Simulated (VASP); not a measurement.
# BeS: elastic constants with LDA

Crystal: BeS.

```xyz
2
Lattice="2.3982 2.3982 0.0000 -2.3982 2.3982 0.0000 0.0000 2.3982 2.3982" Properties=species:S:1:pos:R:3 pbc="T T T"
Be    0.0000    0.0000    0.0000
S     1.1991    3.5973    1.1991
```

| Quantity | Value |
| --- | --- |
| Program | VASP 6.6.1 |
| Task | elastic constants |
| Functional | LDA |
| Potentials or basis | VASP PAW LDA potentials, release 64 (Be, S) |
| Cutoff | 600 eV |
| k mesh | 8 × 8 × 8 |
| Occupations | gaussian, width 0.01 eV |
| Spin | no spin polarisation |
| Dipole correction | no |
| Ions in elastic constants | relaxed |
| Further INCAR settings | ALGO = Normal; EDIFF = 1e-08; IBRION = 6; POTIM = 0.015; NSW = 1; ISIF = 3 |

* Elastic constants C11, C12, C44: 169, 69, 87 GPa
* Voigt bulk modulus: 102 GPa
* Highest phonon frequency at Γ, LO-TO splitting left out: 590 cm⁻¹

Phonon frequencies in cm⁻¹ (negative: imaginary):
```csv
q point,frequencies
"(0.000, 0.000, 0.000)",0 0 0 590 590 590
```

Elastic tensor in Voigt notation (GPa, in the Cartesian axes of the cell as first typed):
```
169  69  69   0   0   0
 69 169  69   0   0   0
 69  69 169   0   0   0
  0   0   0  87   0   0
  0   0   0   0  87   0
  0   0   0   0   0  87
```

Clamped-ion elastic tensor (GPa):
```
169  69  69   0   0   0
 69 169  69   0   0   0
 69  69 169   0   0   0
  0   0   0 104   0   0
  0   0   0   0 104   0
  0   0   0   0   0 104
```

Wall time 6.8 min on 1 thread of AMD EPYC 7R43 64-Core Processor (Zen 3) (shared host), peak memory 0.17 GiB.
